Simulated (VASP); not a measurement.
# AlN (P6_3mc) in VASP: further runs

The runs below take AlN through single point, with HF, HSE06.

All numbers are computed with VASP 6.6.1; they aren't measurements. Logs are shortened: lines on timing, memory, paths and dates and some standing lists are left out, and cuts for length are marked.

## (1) The cell of the first run

The structure is hexagonal, space group P6_3mc (No. 186). The conventional cell has a = 3.107 Å, b = 3.107 Å, c = 4.979 Å, α = 90.00°, β = 90.00°, γ = 120.00°. Within 2.5 Å of Al (site symmetry 3m) lie 4 N at 1.89 to 1.90 Å. Within 2.5 Å of N (site symmetry 3m) lie 4 Al at 1.89 to 1.90 Å.

## (2) Single point, HF

POSCAR reads:

```
AlN
1.0
    3.1066937601      0.0000000000      0.0000000000
   -1.5533468801      2.6904757181      0.0000000000
    0.0000000000      0.0000000000      4.9785915499
Al N
2 2
Direct
    0.3333333333      0.6666666667     -0.0032954728
    0.6666666667      0.3333333333      0.4967045272
    0.3333333333      0.6666666667      0.3782954728
    0.6666666667      0.3333333333      0.8782954728
```

INCAR.step1 reads:

```
SYSTEM = AlN
PREC     = Accurate       ! precision mode
ENCUT    = 520            ! plane-wave cutoff, eV
EDIFF    = 1E-5           ! SCF threshold, eV
ISMEAR   = 0              ! smearing method
SIGMA    = 0.01           ! smearing width, eV
LREAL    = .FALSE.        ! projectors in reciprocal space
LASPH    = .TRUE.         ! aspherical terms in the spheres
NELM     = 100            ! most SCF steps
ALGO     = Normal         ! electronic algorithm
ISIF     = 2              ! what is computed and relaxed
LWAVE    = .TRUE.         ! write WAVECAR
LCHARG   = .FALSE.        ! write CHGCAR
GGA      = PE             ! functional
NBANDS   = 16             ! bands
```

INCAR.step2 reads:

```
SYSTEM = AlN
PREC     = Accurate       ! precision mode
ENCUT    = 520            ! plane-wave cutoff, eV
EDIFF    = 1E-6           ! SCF threshold, eV
ISMEAR   = 0              ! smearing method
SIGMA    = 0.01           ! smearing width, eV
LREAL    = .FALSE.        ! projectors in reciprocal space
LASPH    = .TRUE.         ! aspherical terms in the spheres
NELM     = 100            ! most SCF steps
ALGO     = Normal         ! electronic algorithm
ISIF     = 2              ! what is computed and relaxed
LWAVE    = .FALSE.        ! write WAVECAR
LCHARG   = .FALSE.        ! write CHGCAR
GGA      = PE             ! functional
LHFCALC  = .TRUE.         ! exact exchange
AEXX     = 1.0            ! exact-exchange fraction
ALDAC    = 0.0          
AGGAC    = 0.0          
PRECFOCK = Normal       
ISTART   = 1            
NBANDS   = 16             ! bands
```

KPOINTS reads:

```
regular mesh
0
G
  6 6 4
  0 0 0
```

Potentials or basis: VASP PAW PBE potentials, release 64 (Al, N).

Command:

```bash
> cat potpaw_PBE.64/Al/POTCAR potpaw_PBE.64/N/POTCAR > POTCAR
> cp INCAR.step1 INCAR
> mpirun -np 1 vasp_std > vasp.out
> cp INCAR.step2 INCAR
> mpirun -np 1 vasp_std > vasp.out
```

OUTCAR:

```text
SYSTEM = AlN
   PREC = Accurate
   ENCUT = 520
   EDIFF = 1E-6
   ISMEAR = 0
   LREAL = .FALSE.
   LASPH = .TRUE.
   NELM = 100
   ISIF = 2
   GGA = PE
   LHFCALC = .TRUE.
   AEXX = 1.0
   PRECFOCK = Normal
   ISTART = 1

 ion  position               nearest neighbor table
   1  0.333  0.667  0.997-   4 1.89   4 1.89   4 1.89   3 1.90   2 3.07   2 3.07   2 3.07   2 3.07
                             2 3.07   2 3.07
   2  0.667  0.333  0.497-   3 1.89   3 1.89   3 1.89   4 1.90   1 3.07   1 3.07   1 3.07   1 3.07
                             1 3.07   1 3.07
   3  0.333  0.667  0.378-   2 1.89   2 1.89   2 1.89   1 1.90
   4  0.667  0.333  0.878-   1 1.89   1 1.89   1 1.89   2 1.90

  LATTYP: Found a hexagonal cell.
 ALAT       =     3.1066937601
 C/A-ratio  =     1.6025369523

  Lattice vectors:

 A1 = (   3.1066937601,   0.0000000000,   0.0000000000)
 A2 = (  -1.5533468801,   2.6904757181,   0.0000000000)
 A3 = (   0.0000000000,   0.0000000000,   4.9785915499)

Analysis of symmetry for initial positions (statically):
=====================================================================
 Subroutine PRICEL returns:
 Original cell was already a primitive cell.

 Routine SETGRP: Setting up the symmetry group for a
 hexagonal supercell.

 Subroutine GETGRP returns: Found 12 space group operations
 (whereof  6 operations were pure point group operations)
 out of a pool of 24 trial point group operations.

The static configuration has the point symmetry C_3v.
 The point group associated with its full space group is C_6v.

Analysis of symmetry for dynamics (positions and initial velocities):
=====================================================================
 Subroutine PRICEL returns:
 Original cell was already a primitive cell.

 Routine SETGRP: Setting up the symmetry group for a
 hexagonal supercell.

 Subroutine GETGRP returns: Found 12 space group operations
 (whereof  6 operations were pure point group operations)
 out of a pool of 24 trial point group operations.

The dynamic configuration has the point symmetry C_3v.
 The point group associated with its full space group is C_6v.

 Subroutine INISYM returns: Found 12 space group operations
 (whereof  6 operations are pure point group operations),
 and found     1 'primitive' translations

----------------------------------------------------------------------------------------

                                     Primitive cell

  volume of cell :      41.6135

  direct lattice vectors                    reciprocal lattice vectors
     3.106693760  0.000000000  0.000000000     0.321885605  0.185840741  0.000000000
    -1.553346880  2.690475718  0.000000000     0.000000000  0.371681481  0.000000000
     0.000000000  0.000000000  4.978591550     0.000000000  0.000000000  0.200860020

  length of vectors
     3.106693760  3.106693760  4.978591550     0.371681481  0.371681481  0.200860020

  position of ions in fractional coordinates (direct lattice)
     0.333333333  0.666666667  0.996704527
     0.666666667  0.333333333  0.496704527
     0.333333333  0.666666667  0.378295473
     0.666666667  0.333333333  0.878295473

  ion indices of the primitive-cell ions
   primitive index   ion index
                 1           1
                 2           2
                 3           3
                 4           4

----------------------------------------------------------------------------------------

 KPOINTS: regular mesh

Automatic generation of k-mesh.
 Grid dimensions read from file:
 generate k-points for:    6    6    4

 Generating k-lattice:

  Cartesian coordinates                     Fractional coordinates (reciprocal lattice)
     0.053647601  0.030973457  0.000000000     0.166666667  0.000000000  0.000000000
     0.000000000  0.061946914  0.000000000     0.000000000  0.166666667  0.000000000
     0.000000000  0.000000000  0.050215005     0.000000000  0.000000000  0.250000000

  Length of vectors
     0.061946914  0.061946914  0.050215005

  Shift w.r.t. Gamma in fractional coordinates (k-lattice)
     0.000000000  0.000000000  0.000000000

 Subroutine IBZKPT returns following result:
 ===========================================

 Found     21 irreducible k-points:

 Following reciprocal coordinates:
            Coordinates               Weight
  0.000000  0.000000  0.000000      1.000000
  0.166667  0.000000  0.000000      6.000000
  0.333333  0.000000  0.000000      6.000000
  0.500000  0.000000  0.000000      3.000000
  0.166667  0.166667  0.000000      6.000000
  0.333333  0.166667  0.000000     12.000000
[... 13 lines left out ...]
  0.333333  0.166667  0.500000     12.000000
  0.333333  0.333333  0.500000      2.000000
   k-points           NKPTS =     21   k-points in BZ     NKDIM =    144   number of bands    NBANDS=     16
   number of dos      NEDOS =    301   number of ions     NIONS =      4
   total plane-waves  NPLWV =  23040
   dimension x,y,z NGX =    24 NGY =   24 NGZ =   40
   dimension x,y,z NGXF=    48 NGYF=   48 NGZF=   80
   ions per type =               2   2
   NGX,Y,Z   is equivalent  to a cutoff of  12.84, 12.84, 13.36 a.u.
   NGXF,Y,Z  is equivalent  to a cutoff of  25.69, 25.69, 26.71 a.u.
 SYSTEM =  AlN
   PREC   = accura    normal or accurate (medium, high low for compatibility)
   ISTART =      1    job   : 0-new  1-cont  2-samecut
   ICHARG =      0    charge: 1-file 2-atom 10-const
   ISPIN  =      1    spin polarized calculation?
   LNONCOLLINEAR =      F non collinear calculations
   LSORBIT =      F    spin-orbit coupling
   LASPH  =      T    aspherical Exc in radial PAW
   ENCUT  =  520.0 eV  38.22 Ry    6.18 a.u.   5.78  5.78  9.26*2*pi/ulx,y,z
   NELM   =    100;   NELMIN=  2; NELMDL=  0     # of ELM steps
   EDIFF  = 0.1E-05   stopping-criterion for ELM
   LREAL  =      F    real-space projection
   EDIFFG = 0.1E-04   stopping-criterion for IOM
   NSW    =      0    number of steps for IOM
   IBRION =     -1    ionic relax: 0-MD 1-quasi-New 2-CG
   NFREE  =      0    steps in history (QN), initial steepest desc. (CG)
   ISIF   =      2    stress and relaxation
   ISYM   =      3    0-nonsym 1-usesym 2-fastsym
   POTIM  = 0.5000    time-step for ionic-motion
   TEBEG  =    0.0;   TEEND  =   0.0 temperature during run
   PSTRESS=    0.0 pullay stress
   NELECT =      16.0000    total number of electrons
   NUPDOWN=      -1.0000    fix difference up-down
   EMIN   =  10.00;   EMAX   =-10.00  energy-range for DOS
   EFERMI =   0.00;   METHOD = LEGACY
   ISMEAR =     0;   SIGMA  =   0.01  broadening in eV -4-tet -1-fermi 0-gaus
   EFERMI_NEDOS =   21; number of points for ismear=-14 and -15
   IALGO  =     38    algorithm
   IMIX   =      1    mixing-type and parameters
     AMIX     =   0.40;   BMIX     =  1.00
     AMIX_MAG =   1.60;   BMIX_MAG =  1.00
  volume/ion in A,a.u.               =      10.40        70.21
  Fermi-wavevector in a.u.,A,eV,Ry     =   1.190429  2.249585 19.281103  1.417121
  Thomas-Fermi vector in A             =   2.326514
   LORBIT       =      0    0 simple, 1 ext, 2 COOP (PROOUT), +10 PAW based schemes
   GGA     = PE    functional components
   LHFCALC =     T    Hartree Fock is set to
   PRECFOCK=normal    Normal, Fast or Accurate (Low or Medium for compatibility)
   ENCUT4O =  -1.0   cutoff for four orbital integrals eV
   NKREDX  =     1    reduce k-point grid by
   NKREDY  =     1    reduce k-point grid by
   NKREDZ  =     1    reduce k-point grid by
   AEXX    =    1.0000 exact exchange contribution
   HFSCREEN=    0.0000 screening length (either q_TF or 0.3 A-1)
   HFSCREENC=   0.0000 screening length for correlation (either q_TF or 0.3 A-1)
   ENCUTFOCK=  -1.0 apply spherical cutoff to Coloumb kernel
   IVDW    =     0    specifies the selected vdW correction
   LEPSILON=     F    determine dielectric tensor
   LRPA    =     F    only Hartree local field effects (RPA)
 non-spin polarized calculation
 Gauss-broadening in eV      SIGMA  =   0.01
  energy-cutoff  :      520.00
  volume of cell :       41.61
 maximum number of plane-waves:      1152
 NGX is ok and might be reduce to    24
  NGX = 18; NGY = 18; NGZ = 28

 number of electron      15.9999997 magnetization

 Free energy of the ion-electron system (eV)
  ---------------------------------------------------
  ext. energy  EPLUGINS =         0.00000000
  ---------------------------------------------------
  free energy    TOTEN  =       -54.81307705 eV

  energy without entropy =      -54.81307705  energy(sigma->0) =      -54.81307705

 E-fermi :   2.1457     XC(G=0):   0.0000

 val. band max:        2.0907353464   @ k =   0.0000   0.0000   0.0000
 cond. band min:      14.4613380844   @ k =   0.0000   0.0000   0.0000
 fundamental gap:     12.3706027380
 Fermi energy:         2.1457423625

 k-point     1 :       0.0000    0.0000    0.0000
  band No.  band energies     occupation
      1     -19.2424      2.00000
      2     -16.4497      2.00000
      3      -5.9957      2.00000
      4       0.9466      2.00000
      5       0.9466      2.00000
      6       1.8437      2.00000
[... 8 lines left out ...]
     15      24.1178      0.00000
     16      25.6100      0.00000

 k-point     2 :       0.1667    0.0000    0.0000
  band No.  band energies     occupation
      1     -18.7824      2.00000
      2     -16.1883      2.00000
      3      -5.4502      2.00000
      4      -0.9453      2.00000
      5       0.1600      2.00000
      6       0.4421      2.00000
[... 8 lines left out ...]
     15      24.6820      0.00000
     16      25.3031      0.00000

 k-point     3 :       0.3333    0.0000    0.0000
  band No.  band energies     occupation
      1     -17.6000      2.00000
      2     -15.7171      2.00000
      3      -4.3994      2.00000
      4      -3.5379      2.00000
      5      -2.5073      2.00000
      6      -0.3422      2.00000
[... 8 lines left out ...]
     15      24.0047      0.00000
     16      24.8362      0.00000
[... 305 lines left out ...]
 k-point    20 :       0.3333    0.1667    0.5000
  band No.  band energies     occupation
      1     -16.1731      2.00000
      2     -16.1731      2.00000
      3      -5.0921      2.00000
      4      -5.0921      2.00000
      5      -1.2795      2.00000
      6      -1.2795      2.00000
[... 8 lines left out ...]
     15      25.2788      0.00000
     16      25.2788      0.00000

 k-point    21 :       0.3333    0.3333    0.5000
  band No.  band energies     occupation
      1     -15.8743      2.00000
      2     -15.8743      2.00000
      3      -4.8652      2.00000
      4      -4.8652      2.00000
      5      -2.7442      2.00000
      6      -2.7442      2.00000
[... 8 lines left out ...]
     15      26.3987      0.00000
     16      26.3987      0.00000

------------------------ aborting loop because EDIFF is reached ----------------------------------------

  FORCE on cell =-STRESS in cart. coord.  units (eV):
  Direction    XX          YY          ZZ          XY          YZ          ZX
  --------------------------------------------------------------------------------------
  -------------------------------------------------------------------------------------
  Total       -0.5711792     -0.5711792     -0.2339587      0.0000000      0.0000000      0.0000000
  in kB      -21.9911991    -21.9911991     -9.0077395      0.0000000      0.0000000      0.0000000
  external PRESSURE =     -17.6633792 kB  Pullay stress =       0.0000000 kB

 VOLUME and BASIS-vectors are now :
 -----------------------------------------------------------------------------
  energy-cutoff  :      520.00
  volume of cell :       41.61
      direct lattice vectors                 reciprocal lattice vectors
     3.106693760  0.000000000  0.000000000     0.321885605  0.185840741  0.000000000
    -1.553346880  2.690475718  0.000000000     0.000000000  0.371681481  0.000000000
     0.000000000  0.000000000  4.978591550     0.000000000  0.000000000  0.200860020

 POSITION                                       TOTAL-FORCE (eV/Angst)
 -----------------------------------------------------------------------------------
     -0.00000      1.79365      4.96218        -0.000000      0.000000      0.041993
      1.55335      0.89683      2.47289        -0.000000      0.000000      0.041993
     -0.00000      1.79365      1.88338        -0.000000      0.000000     -0.041993
      1.55335      0.89683      4.37267         0.000000     -0.000000     -0.041993
 -----------------------------------------------------------------------------------
    total drift:                               -0.000002      0.000000     -0.000037

  FREE ENERGIE OF THE ION-ELECTRON SYSTEM (eV)
  ---------------------------------------------------
  free  energy   TOTEN  =       -54.8130770531 eV

  energy  without entropy=      -54.8130770531  energy(sigma->0) =      -54.81307705
```

It took 20 min on 1 thread of Intel Xeon Platinum 8488C (Sapphire Rapids), shared host; peak memory 0.17 GiB.

What came out:

```yaml
Free_energy: -54.8131 eV
Pressure: -1.8 GPa
Largest_force: 0.042 eV/Å
Band_gap_on_the_k_mesh: 12.37 eV
```

Forces on the atoms (eV/Å):
```
Al   0.000  0.000  0.042
Al   0.000  0.000  0.042
N    0.000  0.000 -0.042
N    0.000  0.000 -0.042
```

Stress tensor (GPa, compression positive):
```
-2.20  0.00  0.00
 0.00 -2.20  0.00
 0.00  0.00 -0.90
```

Caveat: the PAW data sets were made with another functional, which shifts forces and pressure a little.

[end of part 1 of 2]
